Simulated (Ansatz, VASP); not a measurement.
## Al2Cu in VASP and in Ansatz

Contents of INCAR:

```
PREC = Accurate
ENCUT = 520
EDIFF = 1E-7
ISMEAR = 0
SIGMA = 0.1
LREAL = F
LASPH = T
NELM = 80
ALGO = Normal
ISIF = 2
LWAVE = F
LCHARG = F
GGA = PE
NBANDS = 16
```

KPOINTS

```
regular mesh
0
Gamma
  6 6 10
```

Contents of POSCAR:

```
Al2Cu
1.0
    4.1051820000      0.0000000000      0.0000000000
    0.0000000000      4.1051820000      0.0000000000
    0.0000000000      0.0000000000      2.8913130000
Al Cu
2 1
Direct
    0.5000000000      0.0000000000      0.5000000000
    0.0000000000      0.5000000000      0.5000000000
    0.0000000000      0.0000000000      0.0000000000
```

Input for Ansatz:

```yaml
crystal:
  lattice:
    - [4.105182, 0.0, 0.0]
    - [0.0, 4.105182, 0.0]
    - [0.0, 0.0, 2.891313]
  atoms:
    - { symbol: Al, position: [0.5, 0.0, 0.5] }
    - { symbol: Al, position: [0.0, 0.5, 0.5] }
    - { symbol: Cu, position: [0.0, 0.0, 0.0] }
basis:
  ecutwfc: 420
kpoints:
  mp_grid: { grid: [6, 6, 10] }
hamiltonian:
  xc: pbe
scf:
  occupations: { method: gaussian, width: 0.1 }
output:
  forces: true
  stress: true
  eigenvalues: true
```

Alike in both runs: task single point; functional PBE; k mesh 6 × 6 × 10; occupations gaussian, width 0.1 eV; no spin polarisation.

|  | VASP | Ansatz |
| --- | --- | --- |
| version | VASP 6.6.1 | Ansatz 0.2.0 |
| potentials or method | VASP PAW PBE potentials, release 64 (Al, Cu), cutoff 520 eV | scalar-relativistic, plane waves, PAW |
| valence electrons in the cell | 17 | 25 |

|  | VASP | Ansatz | Ansatz less VASP |
| --- | --- | --- | --- |
| gap on the k mesh at the Fermi level (eV) | none | none | - |
| pressure (GPa) | 0.8 | 0.6 | -0.19 |
| traceless stress, the component that is largest in VASP (GPa) | 1.43 | 1.40 | -0.030 |

A gap of «none» marks a metal or a gap that the smearing closes. VASP's potentials hold 17 valence electrons a cell and Ansatz's 25, so a difference there can come from the potentials and not from the codes.
